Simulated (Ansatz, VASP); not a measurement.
# Si: VASP beside Ansatz

```xyz
2
Lattice="0.0000 2.7155 2.7155 2.7155 0.0000 2.7155 2.7155 2.7155 0.0000" Properties=species:S:1:pos:R:3 pbc="T T T"
Si    2.7155    2.7155    2.7155
Si    4.0732    4.0732    4.0732
```

Alike in both runs: task single point; functional PBE; dispersion D3(BJ); k mesh 6 × 6 × 6; occupations gaussian, width 0.1 eV; no spin polarisation.

|  | VASP | Ansatz |
| --- | --- | --- |
| version | VASP 6.6.1 | Ansatz 0.2.0 |
| potentials or method | VASP PAW PBE potentials, release 64 (Si), cutoff 500 eV | scalar-relativistic, plane waves, PAW |
| valence electrons in the cell | 8 | 8 |

Ansatz gave:

```
gap on the k mesh at the Fermi level (eV) : 0.71
least direct gap on the mesh (eV)         : 2.56
pressure (GPa)                            : -0.4
```

Which values does VASP return?

gap on the k mesh at the Fermi level (eV): 0.71; least direct gap on the mesh (eV): 2.56; pressure (GPa): -0.5.
